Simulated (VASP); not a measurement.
# Rh (C2/m) in VASP: a series of runs

The runs below take Rh through single point, with LDA.

All numbers are computed with VASP 6.6.1; they aren't measurements. Logs are shortened: lines on timing, memory, paths and dates and some standing lists are left out, and cuts for length are marked.

## Step 1: The cell of the first run

The structure is monoclinic, space group C2/m (No. 12). The conventional cell has a = 4.479 Å, b = 2.716 Å, c = 2.669 Å, α = 90.00°, β = 124.01°, γ = 90.00°. Rh (site symmetry 2/m) has 12 Rh at 2.62 to 2.72 Å within 3.5 Å.

## Step 2: Single point, LDA

Contents of INCAR:

```
  PREC = Accurate
  ENCUT = 520
  EDIFF = 1E-6
  ISMEAR = 0
  SIGMA = 0.1
  LREAL = F
  LASPH = T
  NELM = 60
  ALGO = Fast
  ISIF = 2
  LWAVE = F
  LCHARG = F
  GGA = CA
  NBANDS = 30
```

Contents of KPOINTS:

```
Automatic mesh
0
Gamma
  5 5 45
```

Contents of POSCAR:

```
Rh
1.0
    6.6368159882      0.0000000000      0.0000000000
    0.0000000000      8.1483236109      0.0000000000
    2.2122719961      1.3580539352      0.7464251111
Rh
3
Direct
    0.0000000000      0.6666666667      0.0000000000
    0.0000000000      0.3333333333      0.0000000000
    0.0000000000      0.0000000000      0.0000000000
```

Potentials or basis: VASP PAW LDA potentials, release 64 (Rh_pv).

Run with:

```bash
$ cat potpaw_LDA.64/Rh_pv/POTCAR > POTCAR
$ mpirun -np 1 vasp_std > vasp.out
```

OUTCAR:

```text
PREC = Accurate
   ENCUT = 520
   EDIFF = 1E-6
   ISMEAR = 0
   LREAL = F
   LASPH = T
   NELM = 60
   ISIF = 2
   GGA = CA

 ion  position               nearest neighbor table
   1  0.000  0.667  0.000-   3 2.70   2 2.70   3 2.72   2 2.72
   2  0.000  0.333  0.000-   3 2.70   1 2.70   3 2.72   1 2.72
   3  0.000  0.000  0.000-   1 2.70   2 2.70   2 2.72   1 2.72

  LATTYP: Found a triclinic cell.
 ALAT       =     4.5461213178
 B/A-ratio  =     0.8376119163
 C/A-ratio  =     0.5941412887
 COS(alpha) =     0.0088695518
 COS(beta)  =     0.3219012755
 COS(gamma) =     0.3914845023

  Lattice vectors:

 A1 = (  -2.2122719959,  -1.3580539349,   3.7321255555)
 A2 = (  -2.2122719960,   2.7161078704,   1.4928502222)
 A3 = (  -2.2122719961,  -1.3580539352,  -0.7464251111)

Analysis of symmetry for initial positions (statically):
=====================================================================
 Subroutine PRICEL returns following result:

  LATTYP: Found a base centered monoclinic cell.
 ALAT       =     4.4785506666
 B/A-ratio  =     0.6064702785
 C/A-ratio  =     0.5959177666
 COS(beta)  =    -0.5593612945

  Lattice vectors:

 A1 = (   0.0000000001,   1.3580539356,   2.2392753333)
 A2 = (   0.0000000001,  -1.3580539345,   2.2392753333)
 A3 = (   2.2122719960,  -0.0000000004,  -1.4928502222)

   3 primitive cells build up your supercell.

 Routine SETGRP: Setting up the symmetry group for a
 triclinic supercell.

 Subroutine GETGRP returns: Found  2 space group operations
 (whereof  2 operations were pure point group operations)
 out of a pool of  2 trial point group operations.

The static configuration has the point symmetry S_2 .

Analysis of symmetry for dynamics (positions and initial velocities):
=====================================================================
 Subroutine PRICEL returns following result:

  LATTYP: Found a base centered monoclinic cell.
 ALAT       =     4.4785506666
 B/A-ratio  =     0.6064702785
 C/A-ratio  =     0.5959177666
 COS(beta)  =    -0.5593612945

  Lattice vectors:

 A1 = (   0.0000000001,   1.3580539356,   2.2392753333)
 A2 = (   0.0000000001,  -1.3580539345,   2.2392753333)
 A3 = (   2.2122719960,  -0.0000000004,  -1.4928502222)

   3 primitive cells build up your supercell.

 Routine SETGRP: Setting up the symmetry group for a
 triclinic supercell.

 Subroutine GETGRP returns: Found  2 space group operations
 (whereof  2 operations were pure point group operations)
 out of a pool of  2 trial point group operations.

The dynamic configuration has the point symmetry S_2 .

 Subroutine INISYM returns: Found  2 space group operations
 (whereof  2 operations are pure point group operations),
 and found     3 'primitive' translations

----------------------------------------------------------------------------------------

                                     Primitive cell

  volume of cell :      13.4553

  direct lattice vectors                    reciprocal lattice vectors
     0.000000000  1.358053936  2.239275333     0.150674661  0.368173890  0.223286521
     0.000000000 -1.358053934  2.239275333     0.150674661 -0.368173890  0.223286522
     2.212271996 -0.000000000 -1.492850222     0.452023983  0.000000000 -0.000000000

  length of vectors
     2.618905212  2.618905212  2.668847911     0.456192654  0.456192654  0.452023983

  position of ions in fractional coordinates (direct lattice)
     0.000000000  1.000000000  0.000000000

  ion indices of the primitive-cell ions
   primitive index   ion index
                 1           1

----------------------------------------------------------------------------------------

 KPOINTS: Automatic mesh

Automatic generation of k-mesh.
 Grid dimensions read from file:
 generate k-points for:    5    5   45

 Generating k-lattice:

  Cartesian coordinates                     Fractional coordinates (reciprocal lattice)
     0.030134932  0.000000000 -0.089314609     0.200000000  0.000000000 -0.000000000
     0.000000000  0.024544926 -0.044657304     0.000000000  0.200000000  0.000000000
     0.000000000  0.000000000  0.029771536     0.000000000  0.000000000  0.022222222

  Length of vectors
     0.094261410  0.050958103  0.029771536

  Shift w.r.t. Gamma in fractional coordinates (k-lattice)
     0.000000000  0.000000000  0.000000000

 -----------------------------------------------------------------------------
|                                                                             |
|           W    W    AA    RRRRR   N    N  II  N    N   GGGG   !!!           |
|           W    W   A  A   R    R  NN   N  II  NN   N  G    G  !!!           |
|           W    W  A    A  R    R  N N  N  II  N N  N  G       !!!           |
|           W WW W  AAAAAA  RRRRR   N  N N  II  N  N N  G  GGG   !            |
|           WW  WW  A    A  R   R   N   NN  II  N   NN  G    G                |
|           W    W  A    A  R    R  N    N  II  N    N   GGGG   !!!           |
|                                                                             |
|     Your reciprocal lattice and k-lattice belong to different lattice       |
|     classes:                                                                |
|                                                                             |
|        The reciprocal lattice is triclinic,                                 |
|        whereas your k-lattice is base centered orthorhombic.                |
|                                                                             |
|     Results are often still useful ...                                      |
|                                                                             |
 -----------------------------------------------------------------------------

 Subroutine IBZKPT returns following result:
 ===========================================

 Found    563 irreducible k-points:

 Following reciprocal coordinates:
            Coordinates               Weight
  0.000000  0.000000  0.000000      1.000000
  0.200000  0.000000  0.000000      2.000000
  0.400000  0.000000  0.000000      2.000000
  0.000000  0.200000  0.000000      2.000000
  0.200000  0.200000 -0.000000      2.000000
  0.400000  0.200000  0.000000      2.000000
[... 16 lines left out ...]
 -0.200000  0.200000  0.022222      2.000000
  0.000000  0.400000  0.022222      2.000000
 [... further k-points ...]
   k-points           NKPTS =    563   k-points in BZ     NKDIM =    563   number of bands    NBANDS=     30
   number of dos      NEDOS =    301   number of ions     NIONS =      3
   total plane-waves  NPLWV =  64000
   dimension x,y,z NGX =    50 NGY =   64 NGZ =   20
   dimension x,y,z NGXF=   100 NGYF=  128 NGZF=   40
   ions per type =               3
   NGX,Y,Z   is equivalent  to a cutoff of  12.52, 13.06, 12.31 a.u.
   NGXF,Y,Z  is equivalent  to a cutoff of  25.05, 26.12, 24.62 a.u.
 SYSTEM =  unknown system
   PREC   = accura    normal or accurate (medium, high low for compatibility)
   ISTART =      0    job   : 0-new  1-cont  2-samecut
   ICHARG =      2    charge: 1-file 2-atom 10-const
   ISPIN  =      1    spin polarized calculation?
   LNONCOLLINEAR =      F non collinear calculations
   LSORBIT =      F    spin-orbit coupling
   LASPH  =      T    aspherical Exc in radial PAW
   ENCUT  =  520.0 eV  38.22 Ry    6.18 a.u.  12.34 15.15  5.02*2*pi/ulx,y,z
   NELM   =     60;   NELMIN=  2; NELMDL= -5     # of ELM steps
   EDIFF  = 0.1E-05   stopping-criterion for ELM
   LREAL  =      F    real-space projection
   EDIFFG = 0.1E-04   stopping-criterion for IOM
   NSW    =      0    number of steps for IOM
   IBRION =     -1    ionic relax: 0-MD 1-quasi-New 2-CG
   NFREE  =      0    steps in history (QN), initial steepest desc. (CG)
   ISIF   =      2    stress and relaxation
   ISYM   =      2    0-nonsym 1-usesym 2-fastsym
   POTIM  = 0.5000    time-step for ionic-motion
   TEBEG  =    0.0;   TEEND  =   0.0 temperature during run
   PSTRESS=    0.0 pullay stress
   NELECT =      45.0000    total number of electrons
   NUPDOWN=      -1.0000    fix difference up-down
   EMIN   =  10.00;   EMAX   =-10.00  energy-range for DOS
   EFERMI =   0.00;   METHOD = LEGACY
   ISMEAR =     0;   SIGMA  =   0.10  broadening in eV -4-tet -1-fermi 0-gaus
   EFERMI_NEDOS =   21; number of points for ismear=-14 and -15
   IALGO  =     68    algorithm
   IMIX   =      4    mixing-type and parameters
     AMIX     =   0.40;   BMIX     =  1.00
     AMIX_MAG =   1.60;   BMIX_MAG =  1.00
  volume/ion in A,a.u.               =      13.46        90.80
  Fermi-wavevector in a.u.,A,eV,Ry     =   1.697491  3.207794 39.204874  2.881477
  Thomas-Fermi vector in A             =   2.778163
   LORBIT       =      0    0 simple, 1 ext, 2 COOP (PROOUT), +10 PAW based schemes
   GGA     = CA    functional components
   LHFCALC =     F    Hartree Fock is set to
   AEXX    =    0.0000 exact exchange contribution
   IVDW    =     0    specifies the selected vdW correction
   LEPSILON=     F    determine dielectric tensor
   LRPA    =     F    only Hartree local field effects (RPA)
 non-spin polarized calculation
 RMM-DIIS sequential band-by-band and
 Gauss-broadening in eV      SIGMA  =   0.10
  energy-cutoff  :      520.00
  volume of cell :       40.37
 maximum number of plane-waves:      1104
 NGX is ok and might be reduce to    50
   NGX = 25   NGY = 29   NGZ = 11

 number of electron      45.0000004 magnetization

 Free energy of the ion-electron system (eV)
  ---------------------------------------------------
  ext. energy  EPLUGINS =         0.00000000
  ---------------------------------------------------
  free energy    TOTEN  =       -25.97875548 eV

  energy without entropy =      -25.96150690  energy(sigma->0) =      -25.97013119

 E-fermi :  12.1096     XC(G=0): -14.4882

 val. band max:       12.1082401233   @ k =  -0.4000  -0.4000   0.3111
 cond. band min:      12.1099635380   @ k =   0.4000   0.0000   0.3556
 fundamental gap:      0.0017234146
 Fermi energy:        12.1095865529

 k-point     1 :       0.0000    0.0000    0.0000
  band No.  band energies     occupation
      1     -34.6998      2.00000
      2     -34.6998      2.00000
      3     -34.6046      2.00000
      4     -34.6046      2.00000
      5     -34.2811      2.00000
      6     -34.2811      2.00000
[... 22 lines left out ...]
     29      22.1155      0.00000
     30      24.2172      0.00000

 k-point     2 :       0.2000    0.0000    0.0000
  band No.  band energies     occupation
      1     -34.8053      2.00000
      2     -34.7800      2.00000
      3     -34.3986      2.00000
      4     -34.3655      2.00000
      5     -34.3465      2.00000
      6     -34.3008      2.00000
[... 22 lines left out ...]
     29      25.3189      0.00000
     30      26.5173      0.00000

 k-point     3 :       0.4000    0.0000    0.0000
  band No.  band energies     occupation
      1     -34.8884      2.00000
      2     -34.6249      2.00000
      3     -34.5909      2.00000
      4     -34.2864      2.00000
      5     -34.2735      2.00000
      6     -34.2424      2.00000
[... 22 lines left out ...]
     29      25.4151      0.00000
     30      27.8117      0.00000

 k-point     4 :       0.0000    0.2000    0.0000
  band No.  band energies     occupation
      1     -34.7774      2.00000
      2     -34.7469      2.00000
      3     -34.4970      2.00000
      4     -34.4648      2.00000
      5     -34.3449      2.00000
      6     -34.2111      2.00000
[... 22 lines left out ...]
     29      24.3416      0.00000
     30      24.8342      0.00000

 k-point     5 :       0.2000    0.2000   -0.0000
  band No.  band energies     occupation
      1     -34.7936      2.00000
      2     -34.6489      2.00000
      3     -34.6169      2.00000
      4     -34.3635      2.00000
      5     -34.3178      2.00000
      6     -34.2247      2.00000
[... 22 lines left out ...]
     29      26.1835      0.00000
     30      26.6014      0.00000
[... 526 lines left out ...]
     29      26.6097      0.00000
     30      27.3752      0.00000

 k-point    22 :      -0.4000    0.2000    0.0222
  band No.  band energies     occupation
      1     -34.8295      2.00000
      2     -34.7506      2.00000
      3     -34.5556      2.00000
      4     -34.2699      2.00000
      5     -34.2452      2.00000
      6     -34.2374      2.00000
[... 22 lines left out ...]
     29      24.2266      0.00000
     30      28.3697      0.00000

 k-point    23 :      -0.2000    0.2000    0.0222
  band No.  band energies     occupation
      1     -34.8254      2.00000
      2     -34.7988      2.00000
      3     -34.3837      2.00000
      4     -34.3327      2.00000
      5     -34.3302      2.00000
      6     -34.3215      2.00000
[... 22 lines left out ...]
     29      24.1354      0.00000
     30      27.2492      0.00000

 k-point    24 :       0.0000    0.4000    0.0222
  band No.  band energies     occupation
      1     -34.8102      2.00000
      2     -34.7312      2.00000
      3     -34.4221      2.00000
      4     -34.3846      2.00000
      5     -34.3678      2.00000
      6     -34.3000      2.00000
[... 22 lines left out ...]
     29      24.8921      0.00000
     30      26.0728      0.00000

 [... further k-points ...]

------------------------ aborting loop because EDIFF is reached ----------------------------------------

  FORCE on cell =-STRESS in cart. coord.  units (eV):
  Direction    XX          YY          ZZ          XY          YZ          ZX
  --------------------------------------------------------------------------------------
  -------------------------------------------------------------------------------------
  Total       -2.5626394     -2.3536887      2.1123768     -0.0000247      0.0000159     -0.3862752
  in kB     -101.7147181    -93.4211748     83.8431692     -0.0009792      0.0006301    -15.3318003
  external PRESSURE =     -37.0975746 kB  Pullay stress =       0.0000000 kB

 VOLUME and BASIS-vectors are now :
 -----------------------------------------------------------------------------
  energy-cutoff  :      520.00
  volume of cell :       40.37
      direct lattice vectors                 reciprocal lattice vectors
     6.636815988  0.000000000  0.000000000     0.150674661  0.000000000 -0.446573043
     0.000000000  8.148323611  0.000000000     0.000000000  0.122724630 -0.223286522
     2.212271996  1.358053935  0.746425111     0.000000000  0.000000000  1.339719129

 POSITION                                       TOTAL-FORCE (eV/Angst)
 -----------------------------------------------------------------------------------
      0.00000      5.43222      0.00000         0.000000     -0.000000     -0.000000
      0.00000      2.71611      0.00000        -0.000000      0.000000      0.000000
      0.00000      0.00000      0.00000        -0.000000     -0.000000      0.000000
 -----------------------------------------------------------------------------------
    total drift:                               -0.000000      0.000000      0.000000

  FREE ENERGIE OF THE ION-ELECTRON SYSTEM (eV)
  ---------------------------------------------------
  free  energy   TOTEN  =       -25.9787554781 eV

  energy  without entropy=      -25.9615069037  energy(sigma->0) =      -25.97013119
```

It took 9.4 min on 1 thread of Intel Xeon 6975P-C (Granite Rapids), shared host; peak memory 0.58 GiB.

Results:

```
Free energy : -25.9788 eV
Pressure    : -3.7 GPa
```

Levels at points of the mesh, in eV from the Fermi level:
```tsv
k point	band 20	band 21	band 22	band 23	band 24	band 25	band 26	band 27
(0.00, 0.00, 0.00)	-1.45	-1.45	-1.15	-0.83	-0.08	-0.08	7.23	7.23
```

Caveat: the k points lie up to 0.59 Å⁻¹ apart.

## Step 3: Single point, LDA

This run uses another cell than the first one, of 13.62 Å³/atom, 1.012 times its volume.

Contents of INCAR:

```
PREC = Accurate
ENCUT = 520
EDIFF = 1E-7
ISMEAR = 0
SIGMA = 0.1
LREAL = False
LASPH = True
NELM = 60
ALGO = Fast
ISIF = 2
LWAVE = False
LCHARG = False
NBANDS = 30
```

KPOINTS is that of step 2.

Contents of POSCAR:

```
Rh
1.0
    6.6367666745     -0.0000000001     -0.0255845591
   -0.0000000001      8.1483236109     -0.0000000380
    2.2093781306      1.3580539317      0.7469481748
Rh
3
Direct
    0.0000000000      0.6666666667      0.0000000000
    0.0000000000      0.3333333333      0.0000000000
    0.0000000000      0.0000000000      0.0000000000
```

Potentials or basis: VASP PAW LDA potentials, release 64 (Rh_pv).

Run with:

```bash
$ cat potpaw_LDA.64/Rh_pv/POTCAR > POTCAR
$ mpirun -np 1 vasp_std > vasp.out
```

Run time: 11 min. Hardware: 1 thread of Intel Xeon 6975P-C (Granite Rapids), shared host; peak memory 0.59 GiB.

The run converged. Its results:

| Item | Value |
| --- | --- |
| Free energy | -25.9946 eV |
| Pressure | -7.5 GPa |

Stress tensor (GPa, compression positive):
```
-11.84   0.00   0.02
  0.00 -11.46   0.00
  0.02   0.00   0.88
```

Levels at points of the mesh, in eV from the Fermi level:
| k point | band 21 | band 22 | band 23 | band 24 | band 25 | band 26 |
| --- | --- | --- | --- | --- | --- | --- |
| (0.00, 0.00, 0.00) | -1.37 | -1.15 | -0.84 | -0.08 | -0.08 | 7.02 |

Caveat: the k points lie up to 0.58 Å⁻¹ apart.
